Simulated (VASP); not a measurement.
# HgH3 (P6/mmm) in VASP: a series of runs, part 2 of 2

VASP 6.6.1. Earlier steps stand in the parts before.

### 3 Relaxation of cell and atoms, PBE

This run uses another cell than the first one, of 14.84 Å³/atom.

Contents of INCAR:

```
SYSTEM = HgH3
PREC = Accurate ; ENCUT = 600
EDIFF = 1E-6 ; ISMEAR = 0
SIGMA = 0.1 ; LREAL = .False.
LASPH = .True. ; NELM = 100
ALGO = Normal ; ISIF = 3
LWAVE = .False. ; LCHARG = .False.
GGA = PE ; IBRION = 2
NSW = 90 ; EDIFFG = -0.04
```

Contents of KPOINTS:

```
Automatic mesh
0
Gamma
  6 6 4
  0 0 0
```

Contents of POSCAR:

```
HgH3
1.0
    3.5683061400      0.0000000000      0.0000000000
   -1.7841530700      3.0902437700      0.0000000000
    0.0000000000      0.0000000000      5.3848703800
Hg H
1 3
Direct
    0.0000000000      0.0000000000      0.0000000000
    0.3333333300      0.6666666700      0.0000000000
    0.6666666700      0.3333333300      0.0000000000
    0.0000000000      0.0000000000      0.5000000000
```

Potentials or basis: VASP PAW PBE potentials, release 64 (Hg, H).

The run is started by

```
$ cat potpaw_PBE.64/Hg/POTCAR potpaw_PBE.64/H/POTCAR > POTCAR
$ mpirun -np 1 vasp_std > vasp.out
```

OUTCAR:

```text
SYSTEM = HgH3
   PREC = Accurate
   ENCUT = 600
   EDIFF = 1E-6
   ISMEAR = 0
   LREAL = .False.
   LASPH = .True.
   NELM = 100
   ISIF = 3
   GGA = PE
   IBRION = 2
   NSW = 90
   EDIFFG = -0.04

 ion  position               nearest neighbor table
   1  0.000  0.000  0.000-   2 2.06   3 2.06   3 2.06   2 2.06   3 2.06   2 2.06
   2  0.333  0.667  0.000-   1 2.06   1 2.06   1 2.06
   3  0.667  0.333  0.000-   1 2.06   1 2.06   1 2.06
   4  0.000  0.000  0.500-

  LATTYP: Found a hexagonal cell.
 ALAT       =     3.5683061400
 C/A-ratio  =     1.5090830688

  Lattice vectors:

 A1 = (   3.5683061400,   0.0000000000,   0.0000000000)
 A2 = (  -1.7841530700,   3.0902437700,   0.0000000000)
 A3 = (   0.0000000000,   0.0000000000,   5.3848703800)

Analysis of symmetry for initial positions (statically):
=====================================================================
 Subroutine PRICEL returns:
 Original cell was already a primitive cell.

 Routine SETGRP: Setting up the symmetry group for a
 hexagonal supercell.

 Subroutine GETGRP returns: Found 24 space group operations
 (whereof 24 operations were pure point group operations)
 out of a pool of 24 trial point group operations.

The static configuration has the point symmetry D_6h.

Analysis of symmetry for dynamics (positions and initial velocities):
=====================================================================
 Subroutine PRICEL returns:
 Original cell was already a primitive cell.

 Routine SETGRP: Setting up the symmetry group for a
 hexagonal supercell.

 Subroutine GETGRP returns: Found 24 space group operations
 (whereof 24 operations were pure point group operations)
 out of a pool of 24 trial point group operations.

The dynamic configuration has the point symmetry D_6h.

 Subroutine INISYM returns: Found 24 space group operations
 (whereof 24 operations are pure point group operations),
 and found     1 'primitive' translations

[... 143 lines left out ...]

  energy without entropy =       -5.83917681  energy(sigma->0) =       -5.84234024

------------------------ aborting loop because EDIFF is reached ----------------------------------------

  FORCE on cell =-STRESS in cart. coord.  units (eV):
  Direction    XX          YY          ZZ          XY          YZ          ZX
  --------------------------------------------------------------------------------------
  -------------------------------------------------------------------------------------
  Total        0.6745547      0.6745547     -4.3778054      0.0000000      0.0000000      0.0000000
  in kB       18.2010998     18.2010999   -118.1236712      0.0000000      0.0000000      0.0000000
  external PRESSURE =     -27.2404905 kB  Pullay stress =       0.0000000 kB
[... 95 lines left out ...]
  FREE ENERGIE OF THE ION-ELECTRON SYSTEM (eV)
  ---------------------------------------------------
  free  energy   TOTEN  =        -6.7654932056 eV

  energy  without entropy=       -6.7583885175  energy(sigma->0) =       -6.76194086

 E-fermi :  -0.0081     XC(G=0):  -8.6497

 val. band max:       -0.0310941739   @ k =   0.5000  -0.0000   0.2500
 cond. band min:       0.2390805354   @ k =   0.1667   0.1667   0.0000
 fundamental gap:      0.2701747093
 Fermi energy:        -0.0080971775

 k-point     1 :       0.0000    0.0000    0.0000
  band No.  band energies     occupation
      1      -9.6939      2.00000
      2      -7.8603      2.00000
      3      -7.2220      2.00000
      4      -7.2220      2.00000
      5      -6.6263      2.00000
      6      -6.6263      2.00000
      7       0.6906      0.00000
      8       1.3236      0.00000
      9       3.4748      0.00000
     10       8.2389      0.00000
     11       8.2389      0.00000
[... 267 lines left out ...]
 k-point    21 :       0.3333    0.3333    0.5000
  band No.  band energies     occupation
      1      -7.6805      2.00000
      2      -7.6805      2.00000
      3      -6.9245      2.00000
      4      -6.9245      2.00000
      5      -6.7715      2.00000
      6      -2.7239      2.00000
      7      -2.7239      2.00000
      8      -2.6238      2.00000
      9      -2.2570      2.00000
     10       6.1878      0.00000
     11       6.1878      0.00000

[... ionic steps 4 to 7 ...]

--------------------------------------- Ionic step        8  -------------------------------------------

 number of electron      14.9999999 magnetization

------------------------ aborting loop because EDIFF is reached ----------------------------------------
[... 71 lines left out ...]
--------------------------------------- Ionic step       10  -------------------------------------------

 number of electron      14.9999997 magnetization

 Free energy of the ion-electron system (eV)
  ---------------------------------------------------
  ext. energy  EPLUGINS =         0.00000000
  ---------------------------------------------------
  free energy    TOTEN  =        -7.18148251 eV

  energy without entropy =       -7.17164839  energy(sigma->0) =       -7.17656545

 E-fermi :   0.7857     XC(G=0):  -9.0454

 val. band max:        0.7214911082   @ k =   0.1667   0.1667   0.0000
 cond. band min:       0.8073955039   @ k =   0.3333   0.0000   0.2500
 fundamental gap:      0.0859043957
 Fermi energy:         0.7857054605

 k-point     1 :       0.0000    0.0000    0.0000
  band No.  band energies     occupation
      1      -9.1979      2.00000
      2      -8.5120      2.00000
      3      -6.6884      2.00000
      4      -6.6884      2.00000
      5      -6.2190      2.00000
      6      -6.2190      2.00000
      7       1.2854      0.00000
      8       2.8515      0.00000
      9       5.3153      0.00000
     10       8.1439      0.00000
     11       8.1439      0.00000
[... 309 lines left out ...]
  FREE ENERGIE OF THE ION-ELECTRON SYSTEM (eV)
  ---------------------------------------------------
  free  energy   TOTEN  =        -7.1814825132 eV

  energy  without entropy=       -7.1716483904  energy(sigma->0) =       -7.17656545

 reached required accuracy - stopping structural energy minimisation
```

OSZICAR:

```text
N       E                     dE             d eps       ncg     rms          rms(c)
DAV:   1     0.874890095451E+02    0.87489E+02   -0.71178E+03   462   0.127E+03
DAV:   2    -0.365643159597E+01   -0.91145E+02   -0.84331E+02   495   0.270E+02
DAV:   3    -0.679333873002E+01   -0.31369E+01   -0.30902E+01   525   0.551E+01
[... 106 lines left out ...]
DAV:   2    -0.718208139715E+01    0.88290E-02   -0.19541E-02   507   0.207E+00    0.248E-01
DAV:   3    -0.718162757887E+01    0.45382E-03   -0.11498E-03   482   0.340E-01    0.187E-01
DAV:   4    -0.718148617425E+01    0.14140E-03   -0.23666E-04   471   0.165E-01    0.173E-02
DAV:   5    -0.718148180339E+01    0.43709E-05   -0.34256E-05   489   0.853E-02    0.164E-02
DAV:   6    -0.718148251324E+01   -0.70985E-06   -0.21181E-06   432   0.171E-02
  10 F= -.71814825E+01 E0= -.71765655E+01  d E =-.120407E-02
```

It took 2.4 min on 1 thread of Intel Xeon Platinum 8259CL at 2.50GHz (Skylake/Cascade Lake), shared host; peak memory 0.22 GiB.

What came out:

```
Free energy                           : -7.1815 eV
Relaxed volume                        : 11.15 Å³/atom
Relaxed cell                          : a = 3.725 Å, b = 3.725 Å, c = 3.711 Å, α = 90.00°, β = 90.00°, γ = 120.00°
Space group after relaxing (to 0.1 Å) : P6/mmm (No. 191)
Energy gained by relaxing             : 334.0 meV/atom
Ionic steps                           : 10
Pressure after relaxing               : 0.0 GPa
Band gap on the k mesh                : zero (an odd number of electrons rules out a gap without spin polarisation)
```

Stress tensor (GPa, compression positive):
```
-0.13  0.00  0.00
 0.00 -0.13  0.00
 0.00  0.00  0.27
```

Step by step:
| step | energy change (eV) | largest force (eV/Å) | pressure (GPa) | volume (Å³) |
| --- | --- | --- | --- | --- |
| 1 | 0.0000 | 0.0000 | -2.72 | 59.38 |
| 2 | -0.2497 | 0.0000 | -3.68 | 57.16 |
| 3 | -0.9200 | 0.0000 | -4.77 | 51.43 |
| 4 | -0.1403 | 0.0000 | 21.82 | 38.25 |
| 5 | -1.1793 | 0.0000 | -4.00 | 48.71 |
| 6 | -1.2827 | 0.0000 | 2.64 | 43.18 |
| 7 | -1.3303 | 0.0000 | -1.30 | 45.61 |
| 8 | -1.3350 | 0.0000 | -0.67 | 45.13 |
| 9 | -1.3348 | 0.0000 | -0.24 | 44.81 |
| 10 | -1.3360 | 0.0000 | 0.00 | 44.60 |

Final structure:
```
Hg H
1.0
     3.72518    0.00000    0.00000
    -1.86259    3.22610    0.00000
     0.00000    0.00000    3.71112
Hg H
1 3
Direct
  0.00000 0.00000 0.00000
  0.33333 0.66667 0.00000
  0.66667 0.33333 0.00000
  0.00000 0.00000 0.50000
```

Caveat: the volume moved by over 15 % at a fixed basis, so the end points are rough; spin-orbit coupling is left out, which moves the levels of the heavy elements.

### 4 Relaxation of cell and atoms, PBE

Contents of INCAR:

```
SYSTEM = HgH3
PREC = Accurate
ENCUT = 600
EDIFF = 1E-6
ISMEAR = 0
SIGMA = 0.1
LREAL = .False.
LASPH = .True.
NELM = 60
ALGO = Normal
ISIF = 3
LWAVE = .False.
LCHARG = .False.
GGA = PE
IBRION = 2
NSW = 90
EDIFFG = -0.04
```

Contents of KPOINTS:

```
Automatic mesh
0
Gamma
  6 6 6
  0 0 0
```

Contents of POSCAR:

```
HgH3
1.0
    3.7208735160      0.0000000000      0.0000000000
   -1.8604367580      3.2223709891      0.0000000000
    0.0000000000      0.0000000000      3.7076072543
Hg H
1 3
Direct
    0.0000000000      0.0000000000      0.0000000000
    0.3333333333      0.6666666667      0.0000000000
    0.6666666667      0.3333333333      0.0000000000
    0.0000000000      0.0000000000      0.5000000000
```

The run is started by

```
$ cat potpaw_PBE.64/Hg/POTCAR potpaw_PBE.64/H/POTCAR > POTCAR
$ mpirun -np 1 vasp_std > vasp.out
```

Wall time 22 s (1 thread of Intel Xeon Platinum 8259CL at 2.50GHz (Skylake/Cascade Lake), shared host); peak memory 0.18 GiB.

The run converged. Its results:

| Quantity | Value |
| --- | --- |
| Free energy | -7.2160 eV |
| Relaxed volume | 11.13 Å³/atom |
| Relaxed cell | a = 3.718 Å, b = 3.718 Å, c = 3.718 Å, α = 90.00°, β = 90.00°, γ = 120.00° |
| Space group after relaxing (to 0.1 Å) | P6/mmm (No. 191) |
| Energy gained by relaxing | 0.1 meV/atom |
| Ionic steps | 2 |
| Pressure after relaxing | 0.0 GPa |
| Band gap on the k mesh | zero (an odd number of electrons rules out a gap without spin polarisation) |

Stress tensor (GPa, compression positive):
```
-0.18  0.00  0.00
 0.00 -0.18  0.00
 0.00  0.00  0.47
```

Step by step:
| step | energy change (eV) | largest force (eV/Å) | pressure (GPa) | volume (Å³) |
| --- | --- | --- | --- | --- |
| 1 | 0.0000 | 0.0000 | 0.14 | 44.45 |
| 2 | -0.0006 | 0.0000 | 0.04 | 44.52 |

Final structure:
```
CELL_PARAMETERS angstrom
3.71837 0.00000 0.00000
-1.85919 3.22021 0.00000
0.00000 0.00000 3.71797
ATOMIC_POSITIONS crystal
Hg 0.00000 0.00000 0.00000
H 0.33333 0.66667 0.00000
H 0.66667 0.33333 0.00000
H 0.00000 0.00000 0.50000
```

Levels at points of the mesh, in eV from the Fermi level:
```tsv
k point	band 3	band 4	band 5	band 6	band 7	band 8	band 9	band 10	band 11
(0.00, 0.00, 0.00)	-7.37	-7.37	-6.86	-6.86	0.55	2.21	4.62	7.54	7.54
(0.50, 0.00, 0.00)	-7.10	-6.91	-6.85	-5.55	-5.02	1.48	4.33	7.38	7.46
(0.00, 0.00, 0.50)	-7.34	-7.02	-7.02	-6.22	-4.81	0.72	6.25	7.39	9.40
(0.50, 0.00, 0.50)	-7.09	-6.99	-6.84	-5.07	-3.83	-3.18	2.76	5.10	5.70
```

Caveat: spin-orbit coupling is left out, which moves the levels of the heavy elements.

### 5 Summary

| task | cell | k mesh | cutoff (eV) | gap on the mesh (eV) | pressure (GPa) | relaxed volume (Å³/atom) |
| --- | --- | --- | --- | --- | --- | --- |
| single point | a = 3.721, b = 3.721, c = 3.708 Å, angles 90.0, 90.0, 120.0°, 4 atoms | 6 × 6 × 6 | 520 | none | 0.0 | - |
| relaxation of cell and atoms | relaxed from a = 3.568, b = 3.568, c = 5.385 Å, angles 90.0, 90.0, 120.0°, 4 atoms | 6 × 6 × 4 | 600 | none | 0.0 | 11.15 |
| relaxation of cell and atoms | relaxed from a = 3.721, b = 3.721, c = 3.708 Å, angles 90.0, 90.0, 120.0°, 4 atoms | 6 × 6 × 6 | 600 | none | 0.0 | 11.13 |

Alike in all rows: level PBE; potentials or basis VASP PAW PBE potentials, release 64 (Hg, H); no spin polarisation; smearing gaussian 0.1 eV.

Caveats: spin-orbit coupling is left out, which moves the levels of the heavy elements; the volume moved by over 15 % at a fixed basis, so the end points are rough (at least some runs).

Total energies depend on the potentials used, so only differences within one code and one set of settings carry meaning.
